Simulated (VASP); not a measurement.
Set up this calculation in VASP 6.6.1, as the native input.

```
Task                   : relaxation of cell and atoms
Functional             : PBE
Potentials or basis    : VASP PAW PBE potentials, release 64 (Ge_d, Pd)
Cutoff                 : 600 eV
k mesh                 : 4 × 4 × 4
Occupations            : gaussian, width 0.1 eV
Spin                   : no spin polarisation
Dipole correction      : no
Further INCAR settings : ALGO = Normal; EDIFF = 1e-07; IBRION = 2; EDIFFG = -0.04; NSW = 90; ISIF = 3
```

The structure of Ge3Pd lies in POSCAR:

```
Ge3Pd
1.0
    4.0243087842      0.0000000000      0.0000000000
    0.0000000000      4.0243087842      0.0000000000
    0.0000000000      0.0000000000      3.9829445067
Ge Pd
3 1
Direct
    0.0000000000      0.5000000000      0.5000000000
    0.5000000000      0.0000000000      0.5000000000
    0.5000000000      0.5000000000      0.0000000000
    0.0000000000      0.0000000000      0.0000000000
```

One way to write it, as run:

INCAR

```
PREC     = Accurate       # precision mode
ENCUT    = 600            # plane-wave cutoff, eV
EDIFF    = 1E-7           # SCF threshold, eV
ISMEAR   = 0              # smearing method
SIGMA    = 0.1            # smearing width, eV
LREAL    = False          # projectors in reciprocal space
LASPH    = True           # aspherical terms in the spheres
NELM     = 100            # most SCF steps
ALGO     = Normal         # electronic algorithm
ISIF     = 3              # what is computed and relaxed
LWAVE    = False          # write WAVECAR
LCHARG   = False          # write CHGCAR
GGA      = PE             # functional
IBRION   = 2              # ionic algorithm
NSW      = 90             # ionic steps
EDIFFG   = -0.04          # ionic threshold
```

KPOINTS

```
Automatic mesh
0
Gamma
  4 4 4
```

Potentials or basis: VASP PAW PBE potentials, release 64 (Ge_d, Pd).

Run with:

```console
$ cat potpaw_PBE.64/Ge_d/POTCAR potpaw_PBE.64/Pd/POTCAR > POTCAR
$ mpirun -np 1 vasp_std > vasp.out
```

Results of the run:

| Property | Result |
| --- | --- |
| Relaxed volume | 17.72 Å³/atom |
| Relaxed cell | a = 4.152 Å, b = 4.152 Å, c = 4.110 Å, α = 90.00°, β = 90.00°, γ = 90.00° |
| Space group after relaxing (to 0.05 Å) | Pm-3m (No. 221) |
| Energy gained by relaxing | 46.6 meV/atom |
| Ionic steps | 3 |
| Pressure after relaxing | 0.0 GPa |
| Band gap on the k mesh | zero (band 26 reaches 7.75 eV, above the bottom of band 27 at 5.98 eV) |

Caveat: the k points lie up to 0.38 Å⁻¹ apart in the final cell.

Wall time 66 s on 1 thread of Intel(R) Xeon(R) Platinum 8488C (Sapphire Rapids), on a shared host, peak memory 0.2 GiB.
